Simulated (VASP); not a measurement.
A run of VASP 6.6.1:

The input INCAR:

```
ALGO = Normal
EDIFF = 1E-6
ENCUT = 500
GGA = PE
GGA_COMPAT = False
ISIF = 2
ISMEAR = 0
LASPH = True
LCHARG = False
LREAL = False
LWAVE = False
NBANDS = 14
NELM = 120
PREC = Accurate
SIGMA = 0.01
```

KPOINTS

```
k-points
0
Gamma
  2 2 2
```

POSCAR

```
NaCl
1.0
    0.0000000000      2.4309408900      2.4309408900
    2.4309408900      0.0000000000      2.4309408900
    2.4309408900      2.4309408900      0.0000000000
Na Cl
1 1
Direct
    0.0000000000      0.0000000000      0.0000000000
    0.5000000000      0.5000000000      0.5000000000
```

Potentials or basis: VASP PAW PBE potentials, release 64 (Na_pv, Cl).

The run is started by

```sh
$ cat potpaw_PBE.64/Na_pv/POTCAR potpaw_PBE.64/Cl/POTCAR > POTCAR
$ mpirun -np 1 vasp_std > vasp.out
```

Hardware: 1 thread of Intel(R) Xeon(R) Platinum 8259CL CPU @ 2.50GHz (Skylake/Cascade Lake), with other jobs on the host.

Task: Estimate the wall time of this run.

Result: Run time: 3.2 s on 1 thread of Intel(R) Xeon(R) Platinum 8259CL CPU @ 2.50GHz (Skylake/Cascade Lake), on a shared host, peak memory 0.14 GiB. Counts: scf iterations 12, k points 3.
